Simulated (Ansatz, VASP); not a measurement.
# One calculation of RuS2, two programs

```xyz
12
Lattice="5.6332 0.0000 0.0000 0.0000 5.6332 0.0000 0.0000 0.0000 5.6332" Properties=species:S:1:pos:R:3 pbc="T T T"
Ru    0.0000    0.0000    0.0000
Ru    2.8166    0.0000    2.8166
Ru    2.8166    2.8166    0.0000
Ru    0.0000    2.8166    2.8166
S     2.1854    2.1854    2.1854
S     0.6312    3.4479    5.0020
S     5.0020    0.6312    3.4479
S     3.4479    5.0020    0.6312
S     3.4479    3.4479    3.4479
S     5.0020    2.1854    0.6312
S     0.6312    5.0020    2.1854
S     2.1854    0.6312    5.0020
```

Alike in both runs: functional r2SCAN; k mesh 6 × 6 × 6; occupations fermi-dirac, width 0.02 eV; no spin polarisation.

Ansatz relaxed the structure, and its values are those at the end. VASP's run is a single point on that final structure, the one shown.

|  | VASP | Ansatz |
| --- | --- | --- |
| version | VASP 6.6.1 | Ansatz 0.2.0 |
| potentials or method | VASP PAW PBE potentials, release 64 (Ru_pv, S), cutoff 520 eV | PAW plane waves |
| valence electrons in the cell | 104 | 112 |

VASP gave:

* gap on the k mesh at the Fermi level (eV): 0.90
* pressure (GPa): -0.3
* rms of the force components (eV/Å): 0.018

**Question.** What did Ansatz give for the same quantities?

**Answer.** gap on the k mesh at the Fermi level (eV): 0.91; pressure (GPa): 0.0; rms of the force components (eV/Å): 0.000.

VASP's potentials were made for PBE, not for r2SCAN. VASP's potentials hold 104 valence electrons a cell and Ansatz's 112, so a difference there can come from the potentials and not from the codes. Ansatz's warnings: stress scf threshold loose.
